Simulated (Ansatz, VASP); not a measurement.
## AlN in VASP and in Ansatz

```
Al N
1.0
     3.08874    0.00000    0.00000
    -1.54437    2.67493    0.00000
     0.00000    0.00000    4.94377
Al N
2 2
Direct
  0.31255 0.64738 0.00152
  0.68745 0.35262 0.50152
  0.35188 0.68388 0.38348
  0.64812 0.31612 0.88348
```

Change from the starting cell: mode 4 frozen in at -0.034 Å and mode 5 at -0.052 Å (largest displacements).

Alike in both runs: task single point; functional LDA; k mesh 9 × 9 × 6; occupations gaussian, width 0.05 eV; no spin polarisation.

|  | VASP | Ansatz |
| --- | --- | --- |
| version | VASP 6.6.1 | Ansatz 0.2.0 |
| potentials or method | VASP PAW LDA potentials, release 64 (Al, N), cutoff 520 eV | scalar-relativistic, plane waves, PAW |
| valence electrons in the cell | 16 | 16 |

```csv
,VASP,Ansatz,Ansatz less VASP
gap on the k mesh at the Fermi level (eV),4.38,4.37,-0.005
least direct gap on the mesh (eV),4.38,4.37,-0.005
pressure (GPa),0.5,-0.1,-0.59
"traceless stress, the component that is largest in VASP (GPa)",-0.29,-0.30,-0.007
rms of the force components (eV/Å),0.161,0.161,+0.0001
```

LDA's correlation is that of Perdew and Zunger in VASP and of Perdew and Wang (1992) in Ansatz. Atom by atom the forces differ by 0.001 eV/Å (rms over components).
